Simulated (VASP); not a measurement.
Runs of VASP 6.6.1 on Ca. The structure is that of space group Im-3m (No. 229), or close to it. The cells are those of the table. 

| cell | gap on the mesh (eV) | pressure (GPa) |
| --- | --- | --- |
| a = 3.756 Å, angles 109.5°, 1 atom | none | (a) |
| a = 3.636 Å, angles 109.5°, 1 atom | none | 2.5 |
| a = 3.677 Å, angles 109.5°, 1 atom | none | (b) |
| a = 3.880 Å, angles 109.5°, 1 atom | none | -1.0 |
| a = 3.868 Å, angles 109.5°, 1 atom | none | -0.8 |
| a = 3.717 Å, angles 109.5°, 1 atom | none | 1.1 |

Alike in all rows: task single point; level PBE; potentials or basis VASP PAW PBE potentials, release 64 (Ca_sv); no spin polarisation; k mesh 14 × 14 × 14; cutoff (eV) 520; smearing gaussian 0.1 eV.

Fill in the values left out.

(a) 0.6; (b) 1.8.

A gap of «none» marks levels without a gap at the run's occupations.
